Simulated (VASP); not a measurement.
# KF (P6_3/mmc) in VASP: notebook

Aim: see how the results for KF move with the level of theory and the settings. Levels: LDA, r2SCAN. Tasks: single point.

All numbers are computed with VASP 6.6.1; they aren't measurements. Logs are shortened: lines on timing, memory, paths and dates and some standing lists are left out, and cuts for length are marked.

### 1 The cell of the first run

Symmetry: P6_3/mmc, No. 194, hexagonal system. Conventional cell: a = 4.485 Å, b = 4.485 Å, c = 5.272 Å, α = 90.00°, β = 90.00°, γ = 120.00°. Within 3.4 Å of K (site symmetry -6m2) lie 5 F at 2.59 to 2.64 Å. F (site symmetry -6m2) has 5 K at 2.59 to 2.64 Å within 3.4 Å.

### 2 Single point, LDA

File INCAR:

```
SYSTEM = KF
PREC = Accurate ; ENCUT = 520
EDIFF = 1E-7 ; ISMEAR = 0
SIGMA = 0.01 ; LREAL = .FALSE.
LASPH = .TRUE. ; NELM = 60
ALGO = Normal ; ISIF = 2
LWAVE = .FALSE. ; LCHARG = .FALSE.
GGA = CA ; NBANDS = 24
```

File KPOINTS:

```
regular mesh
0
G
  6 6 4
  0 0 0
```

File POSCAR:

```
KF
1.0
    4.4847157331      0.0000000000      0.0000000000
   -2.2423578666      3.8838777536      0.0000000000
    0.0000000000      0.0000000000      5.2716949952
K F
2 2
Direct
    0.3333333333      0.6666666667      0.2500000000
    0.6666666667      0.3333333333      0.7500000000
    0.6666666667      0.3333333333      0.2500000000
    0.3333333333      0.6666666667      0.7500000000
```

Potentials or basis: VASP PAW LDA potentials, release 64 (K_sv, F).

Command:

```
$ cat potpaw_LDA.64/K_sv/POTCAR potpaw_LDA.64/F/POTCAR > POTCAR
$ mpirun -np 1 vasp_std > vasp.out
```

OUTCAR:

```text
SYSTEM = KF
   PREC = Accurate
   ENCUT = 520
   EDIFF = 1E-7
   ISMEAR = 0
   LREAL = .FALSE.
   LASPH = .TRUE.
   NELM = 60
   ISIF = 2
   GGA = CA

 ion  position               nearest neighbor table
   1  0.333  0.667  0.250-   3 2.59   3 2.59   3 2.59   4 2.64   4 2.64   2 3.69   2 3.69   2 3.69
                             2 3.69   2 3.69   2 3.69
   2  0.667  0.333  0.750-   4 2.59   4 2.59   4 2.59   3 2.64   3 2.64   1 3.69   1 3.69   1 3.69
                             1 3.69   1 3.69   1 3.69
   3  0.667  0.333  0.250-   1 2.59   1 2.59   1 2.59   2 2.64   2 2.64
   4  0.333  0.667  0.750-   2 2.59   2 2.59   2 2.59   1 2.64   1 2.64

  LATTYP: Found a hexagonal cell.
 ALAT       =     4.4847157331
 C/A-ratio  =     1.1754803000

  Lattice vectors:

 A1 = (   4.4847157331,   0.0000000000,   0.0000000000)
 A2 = (  -2.2423578666,   3.8838777536,   0.0000000000)
 A3 = (   0.0000000000,   0.0000000000,   5.2716949952)

Analysis of symmetry for initial positions (statically):
=====================================================================
 Subroutine PRICEL returns:
 Original cell was already a primitive cell.

 Routine SETGRP: Setting up the symmetry group for a
 hexagonal supercell.

 Subroutine GETGRP returns: Found 24 space group operations
 (whereof 12 operations were pure point group operations)
 out of a pool of 24 trial point group operations.

The static configuration has the point symmetry D_3d.
 The point group associated with its full space group is D_6h.

Analysis of symmetry for dynamics (positions and initial velocities):
=====================================================================
 Subroutine PRICEL returns:
 Original cell was already a primitive cell.

 Routine SETGRP: Setting up the symmetry group for a
 hexagonal supercell.

 Subroutine GETGRP returns: Found 24 space group operations
 (whereof 12 operations were pure point group operations)
 out of a pool of 24 trial point group operations.

The dynamic configuration has the point symmetry D_3d.
 The point group associated with its full space group is D_6h.

 Subroutine INISYM returns: Found 24 space group operations
 (whereof 12 operations are pure point group operations),
 and found     1 'primitive' translations

----------------------------------------------------------------------------------------

                                     Primitive cell

  volume of cell :      91.8228

  direct lattice vectors                    reciprocal lattice vectors
     4.484715733  0.000000000  0.000000000     0.222979573  0.128737317  0.000000000
    -2.242357867  3.883877754  0.000000000     0.000000000  0.257474633  0.000000000
     0.000000000  0.000000000  5.271694995     0.000000000  0.000000000  0.189692310

  length of vectors
     4.484715733  4.484715733  5.271694995     0.257474633  0.257474633  0.189692310

  position of ions in fractional coordinates (direct lattice)
     0.333333333  0.666666667  0.250000000
     0.666666667  0.333333333  0.750000000
     0.666666667  0.333333333  0.250000000
     0.333333333  0.666666667  0.750000000

  ion indices of the primitive-cell ions
   primitive index   ion index
                 1           1
                 2           2
                 3           3
                 4           4

----------------------------------------------------------------------------------------

 KPOINTS: regular mesh

Automatic generation of k-mesh.
 Grid dimensions read from file:
 generate k-points for:    6    6    4

 Generating k-lattice:

  Cartesian coordinates                     Fractional coordinates (reciprocal lattice)
     0.037163262  0.021456219  0.000000000     0.166666667  0.000000000  0.000000000
     0.000000000  0.042912439  0.000000000     0.000000000  0.166666667  0.000000000
     0.000000000  0.000000000  0.047423077     0.000000000  0.000000000  0.250000000

  Length of vectors
     0.042912439  0.042912439  0.047423077

  Shift w.r.t. Gamma in fractional coordinates (k-lattice)
     0.000000000  0.000000000  0.000000000

 Subroutine IBZKPT returns following result:
 ===========================================

 Found     21 irreducible k-points:

 Following reciprocal coordinates:
            Coordinates               Weight
  0.000000  0.000000  0.000000      1.000000
  0.166667  0.000000  0.000000      6.000000
  0.333333  0.000000  0.000000      6.000000
  0.500000  0.000000  0.000000      3.000000
  0.166667  0.166667  0.000000      6.000000
  0.333333  0.166667  0.000000     12.000000
[... 13 lines left out ...]
  0.333333  0.166667  0.500000     12.000000
  0.333333  0.333333  0.500000      2.000000
   k-points           NKPTS =     21   k-points in BZ     NKDIM =     21   number of bands    NBANDS=     24
   number of dos      NEDOS =    301   number of ions     NIONS =      4
   total plane-waves  NPLWV =  51840
   dimension x,y,z NGX =    36 NGY =   36 NGZ =   40
   dimension x,y,z NGXF=    72 NGYF=   72 NGZF=   80
   ions per type =               2   2
   NGX,Y,Z   is equivalent  to a cutoff of  13.35, 13.35, 12.61 a.u.
   NGXF,Y,Z  is equivalent  to a cutoff of  26.69, 26.69, 25.23 a.u.
 SYSTEM =  KF
   PREC   = accura    normal or accurate (medium, high low for compatibility)
   ISTART =      0    job   : 0-new  1-cont  2-samecut
   ICHARG =      2    charge: 1-file 2-atom 10-const
   ISPIN  =      1    spin polarized calculation?
   LNONCOLLINEAR =      F non collinear calculations
   LSORBIT =      F    spin-orbit coupling
   LASPH  =      T    aspherical Exc in radial PAW
   ENCUT  =  520.0 eV  38.22 Ry    6.18 a.u.   8.34  8.34  9.80*2*pi/ulx,y,z
   NELM   =     60;   NELMIN=  2; NELMDL= -5     # of ELM steps
   EDIFF  = 0.1E-06   stopping-criterion for ELM
   LREAL  =      F    real-space projection
   EDIFFG = 0.1E-05   stopping-criterion for IOM
   NSW    =      0    number of steps for IOM
   IBRION =     -1    ionic relax: 0-MD 1-quasi-New 2-CG
   NFREE  =      0    steps in history (QN), initial steepest desc. (CG)
   ISIF   =      2    stress and relaxation
   ISYM   =      2    0-nonsym 1-usesym 2-fastsym
   POTIM  = 0.5000    time-step for ionic-motion
   TEBEG  =    0.0;   TEEND  =   0.0 temperature during run
   PSTRESS=    0.0 pullay stress
   NELECT =      32.0000    total number of electrons
   NUPDOWN=      -1.0000    fix difference up-down
   EMIN   =  10.00;   EMAX   =-10.00  energy-range for DOS
   EFERMI =   0.00;   METHOD = LEGACY
   ISMEAR =     0;   SIGMA  =   0.01  broadening in eV -4-tet -1-fermi 0-gaus
   EFERMI_NEDOS =   21; number of points for ismear=-14 and -15
   IALGO  =     38    algorithm
   IMIX   =      4    mixing-type and parameters
     AMIX     =   0.40;   BMIX     =  1.00
     AMIX_MAG =   1.60;   BMIX_MAG =  1.00
  volume/ion in A,a.u.               =      22.96       154.91
  Fermi-wavevector in a.u.,A,eV,Ry     =   1.152059  2.177075 18.058183  1.327239
  Thomas-Fermi vector in A             =   2.288712
   LORBIT       =      0    0 simple, 1 ext, 2 COOP (PROOUT), +10 PAW based schemes
   GGA     = CA    functional components
   LHFCALC =     F    Hartree Fock is set to
   AEXX    =    0.0000 exact exchange contribution
   IVDW    =     0    specifies the selected vdW correction
   LEPSILON=     F    determine dielectric tensor
   LRPA    =     F    only Hartree local field effects (RPA)
 non-spin polarized calculation
 Gauss-broadening in eV      SIGMA  =   0.01
  energy-cutoff  :      520.00
  volume of cell :       91.82
 maximum number of plane-waves:      2494
 NGX is ok and might be reduce to    36
   NGX = 17   NGY = 17   NGZ = 19

 number of electron      32.0000011 magnetization

 Free energy of the ion-electron system (eV)
  ---------------------------------------------------
  ext. energy  EPLUGINS =         0.00000000
  ---------------------------------------------------
  free energy    TOTEN  =       -17.82147636 eV

  energy without entropy =      -17.82147636  energy(sigma->0) =      -17.82147636

 E-fermi :  -3.6832     XC(G=0):  -8.0512

 val. band max:       -3.7402717129   @ k =   0.0000   0.0000   0.0000
 cond. band min:       1.3905710462   @ k =   0.0000   0.0000   0.0000
 fundamental gap:      5.1308427590
 Fermi energy:        -3.6832283906

 k-point     1 :       0.0000    0.0000    0.0000
  band No.  band energies     occupation
      1     -29.4443      2.00000
      2     -29.3192      2.00000
      3     -21.9898      2.00000
      4     -21.9643      2.00000
      5     -13.4887      2.00000
      6     -13.2417      2.00000
[... 16 lines left out ...]
     23       7.1379      0.00000
     24       8.0759      0.00000

 k-point     2 :       0.1667    0.0000    0.0000
  band No.  band energies     occupation
      1     -29.4329      2.00000
      2     -29.3224      2.00000
      3     -22.0035      2.00000
      4     -21.9806      2.00000
      5     -13.4531      2.00000
      6     -13.2657      2.00000
[... 16 lines left out ...]
     23       7.2360      0.00000
     24       8.3219      0.00000

 k-point     3 :       0.3333    0.0000    0.0000
  band No.  band energies     occupation
      1     -29.4056      2.00000
      2     -29.3332      2.00000
      3     -22.0298      2.00000
      4     -22.0141      2.00000
      5     -13.3624      2.00000
      6     -13.3095      2.00000
[... 16 lines left out ...]
     23       7.5554      0.00000
     24       7.6186      0.00000

 k-point     4 :       0.5000    0.0000    0.0000
  band No.  band energies     occupation
      1     -29.3861      2.00000
      2     -29.3444      2.00000
      3     -22.0416      2.00000
      4     -22.0321      2.00000
      5     -13.3299      2.00000
      6     -13.2909      2.00000
[... 16 lines left out ...]
     23       7.7700      0.00000
     24       7.8746      0.00000

 k-point     5 :       0.1667    0.1667    0.0000
  band No.  band energies     occupation
      1     -29.4133      2.00000
      2     -29.3297      2.00000
      3     -22.0233      2.00000
      4     -22.0054      2.00000
      5     -13.3888      2.00000
      6     -13.3182      2.00000
[... 16 lines left out ...]
     23       7.5906      0.00000
     24       7.7363      0.00000

 k-point     6 :       0.3333    0.1667    0.0000
  band No.  band energies     occupation
      1     -29.3862      2.00000
      2     -29.3444      2.00000
      3     -22.0415      2.00000
      4     -22.0320      2.00000
      5     -13.3731      2.00000
      6     -13.2914      2.00000
[... 16 lines left out ...]
     23       7.3915      0.00000
     24       8.0539      0.00000
[... 298 lines left out ...]
 k-point    18 :       0.5000    0.0000    0.5000
  band No.  band energies     occupation
      1     -29.3614      2.00000
      2     -29.3614      2.00000
      3     -22.0712      2.00000
      4     -22.0712      2.00000
      5     -13.1853      2.00000
      6     -13.1853      2.00000
[... 16 lines left out ...]
     23       7.6273      0.00000
     24       7.6273      0.00000

 k-point    19 :       0.1667    0.1667    0.5000
  band No.  band energies     occupation
      1     -29.3679      2.00000
      2     -29.3679      2.00000
      3     -22.0485      2.00000
      4     -22.0485      2.00000
      5     -13.1831      2.00000
      6     -13.1831      2.00000
[... 16 lines left out ...]
     23       7.9633      0.00000
     24       7.9633      0.00000

 k-point    20 :       0.3333    0.1667    0.5000
  band No.  band energies     occupation
      1     -29.3614      2.00000
      2     -29.3614      2.00000
      3     -22.0711      2.00000
      4     -22.0711      2.00000
      5     -13.2167      2.00000
      6     -13.2167      2.00000
[... 16 lines left out ...]
     23       7.7111      0.00000
     24       7.7111      0.00000

 k-point    21 :       0.3333    0.3333    0.5000
  band No.  band energies     occupation
      1     -29.3593      2.00000
      2     -29.3593      2.00000
      3     -22.0785      2.00000
      4     -22.0785      2.00000
      5     -13.2432      2.00000
      6     -13.2432      2.00000
[... 16 lines left out ...]
     23       7.6715      0.00000
     24       7.6715      0.00000

------------------------ aborting loop because EDIFF is reached ----------------------------------------

  FORCE on cell =-STRESS in cart. coord.  units (eV):
  Direction    XX          YY          ZZ          XY          YZ          ZX
  --------------------------------------------------------------------------------------
  -------------------------------------------------------------------------------------
  Total       -1.2582979     -1.2582979     -1.4812442      0.0000000      0.0000000     -0.0000000
  in kB      -21.9554991    -21.9554991    -25.8455934      0.0000000      0.0000000     -0.0000000
  external PRESSURE =     -23.2521972 kB  Pullay stress =       0.0000000 kB

 VOLUME and BASIS-vectors are now :
 -----------------------------------------------------------------------------
  energy-cutoff  :      520.00
  volume of cell :       91.82
      direct lattice vectors                 reciprocal lattice vectors
     4.484715733  0.000000000  0.000000000     0.222979573  0.128737317  0.000000000
    -2.242357867  3.883877754  0.000000000     0.000000000  0.257474633  0.000000000
     0.000000000  0.000000000  5.271694995     0.000000000  0.000000000  0.189692310

 POSITION                                       TOTAL-FORCE (eV/Angst)
 -----------------------------------------------------------------------------------
     -0.00000      2.58925      1.31792        -0.000000      0.000000     -0.000000
      2.24236      1.29463      3.95377         0.000000     -0.000000     -0.000000
      2.24236      1.29463      1.31792        -0.000000     -0.000000      0.000000
     -0.00000      2.58925      3.95377         0.000000      0.000000      0.000000
 -----------------------------------------------------------------------------------
    total drift:                               -0.000000     -0.000000     -0.000000

  FREE ENERGIE OF THE ION-ELECTRON SYSTEM (eV)
  ---------------------------------------------------
  free  energy   TOTEN  =       -17.8214763591 eV

  energy  without entropy=      -17.8214763591  energy(sigma->0) =      -17.82147636
```

Wall time 18 s (1 thread of Intel Xeon 6975P-C (Granite Rapids), shared host); peak memory 0.19 GiB.

Results:

```yaml
Free_energy: -17.8215 eV
Pressure: -2.3 GPa
Band_gap_on_the_k_mesh: 5.13 eV, direct
```

A k mesh can miss the band edges. LDA gaps usually lie below the measured ones, often by a third to a half.

### 3 Single point, r2SCAN

POSCAR is that of step 2.

File INCAR.step1:

```
SYSTEM = KF
ALGO = Normal ; EDIFF = 1E-4
ENCUT = 520 ; GGA = PE
ISMEAR = 0 ; LASPH = .TRUE.
LCHARG = .FALSE. ; LREAL = .FALSE.
LWAVE = .TRUE. ; NBANDS = 24
NELM = 80 ; PREC = Accurate
SIGMA = 0.01
```

File INCAR.step2:

```
SYSTEM = KF
ALGO = Normal ; EDIFF = 1E-6
ENCUT = 520 ; ISIF = 2
ISMEAR = 0 ; ISTART = 1
LASPH = .TRUE. ; LCHARG = .FALSE.
LMIXTAU = .TRUE. ; LREAL = .FALSE.
LWAVE = .FALSE. ; METAGGA = R2SCAN
NBANDS = 24 ; NELM = 80
PREC = Accurate ; SIGMA = 0.01
```

File KPOINTS:

```
k-points
0
G
  6 6 4
  0 0 0
```

Potentials or basis: VASP PAW PBE potentials, release 64 (K_sv, F).

Command:

```
$ cat potpaw_PBE.64/K_sv/POTCAR potpaw_PBE.64/F/POTCAR > POTCAR
$ cp INCAR.step1 INCAR
$ mpirun -np 1 vasp_std > vasp.out
$ cp INCAR.step2 INCAR
$ mpirun -np 1 vasp_std > vasp.out
```

OUTCAR:

```text
SYSTEM = KF
   EDIFF = 1E-6
   ENCUT = 520
   ISIF = 2
   ISMEAR = 0
   ISTART = 1
   LASPH = .TRUE.
   LREAL = .FALSE.
   METAGGA = R2SCAN
   NELM = 80
   PREC = Accurate

 ion  position               nearest neighbor table
   1  0.333  0.667  0.250-   3 2.59   3 2.59   3 2.59   4 2.64   4 2.64   2 3.69   2 3.69   2 3.69
                             2 3.69   2 3.69   2 3.69
   2  0.667  0.333  0.750-   4 2.59   4 2.59   4 2.59   3 2.64   3 2.64   1 3.69   1 3.69   1 3.69
                             1 3.69   1 3.69   1 3.69
   3  0.667  0.333  0.250-   1 2.59   1 2.59   1 2.59   2 2.64   2 2.64
[... 767 lines left out ...]
  --------------------------------------------------------------------------------------
  -------------------------------------------------------------------------------------
  Total       -0.0036460     -0.0036460      0.0152147      0.0000000     -0.0000000     -0.0000000
  in kB       -0.0636176     -0.0636176      0.2654741      0.0000000     -0.0000000     -0.0000000
  external PRESSURE =       0.0460797 kB  Pullay stress =       0.0000000 kB

 VOLUME and BASIS-vectors are now :
 -----------------------------------------------------------------------------
  energy-cutoff  :      520.00
  volume of cell :       91.82
      direct lattice vectors                 reciprocal lattice vectors
     4.484715733  0.000000000  0.000000000     0.222979573  0.128737317  0.000000000
    -2.242357867  3.883877754  0.000000000     0.000000000  0.257474633  0.000000000
     0.000000000  0.000000000  5.271694995     0.000000000  0.000000000  0.189692310

 POSITION                                       TOTAL-FORCE (eV/Angst)
 -----------------------------------------------------------------------------------
     -0.00000      2.58925      1.31792        -0.000000      0.000000     -0.000000
      2.24236      1.29463      3.95377         0.000000     -0.000000      0.000000
      2.24236      1.29463      1.31792        -0.000000      0.000000     -0.000000
     -0.00000      2.58925      3.95377         0.000000     -0.000000     -0.000000
 -----------------------------------------------------------------------------------
    total drift:                               -0.000000     -0.000000     -0.000000

  FREE ENERGIE OF THE ION-ELECTRON SYSTEM (eV)
  ---------------------------------------------------
  free  energy   TOTEN  =       -29.7009180748 eV

  energy  without entropy=      -29.7009180748  energy(sigma->0) =      -29.70091807
```

OSZICAR.step1:

```text
N       E                     dE             d eps       ncg     rms          rms(c)
DAV:   1     0.265708073489E+03    0.26571E+03   -0.16105E+04  1008   0.123E+03
DAV:   2    -0.106645304520E+01   -0.26677E+03   -0.25069E+03  1296   0.358E+02
DAV:   3    -0.181485456976E+02   -0.17082E+02   -0.16984E+02  1440   0.807E+01
DAV:   4    -0.194259778436E+02   -0.12774E+01   -0.12766E+01  1672   0.138E+01
DAV:   5    -0.194345620785E+02   -0.85842E-02   -0.85841E-02  1328   0.134E+00    0.942E+00
DAV:   6    -0.165162978455E+02    0.29183E+01   -0.10219E+01  1184   0.194E+01    0.539E+00
DAV:   7    -0.164412805181E+02    0.75017E-01   -0.48847E-01  1376   0.374E+00    0.350E+00
DAV:   8    -0.164235775612E+02    0.17703E-01   -0.18122E-01  1176   0.340E+00    0.614E-01
DAV:   9    -0.164273206636E+02   -0.37431E-02   -0.33603E-02  1224   0.984E-01    0.208E-01
DAV:  10    -0.164345128057E+02   -0.71921E-02   -0.78805E-03  1048   0.575E-01    0.136E-01
DAV:  11    -0.164344407844E+02    0.72021E-04   -0.30928E-04  1160   0.117E-01
   1 F= -.16434441E+02 E0= -.16434441E+02  d E =-.270942E-55
```

Run time: 69 s. Hardware: 1 thread of Intel Xeon 6975P-C (Granite Rapids), shared host; peak memory 0.24 GiB.

What came out:

- Free energy: -29.7009 eV
- Pressure: 0.0 GPa
- Band gap on the k mesh: 5.95 eV, direct

Caveat: the PAW data sets were made with another functional, which shifts forces and pressure a little. r2SCAN opens gaps a little over a GGA but as a rule still falls short of measured ones.
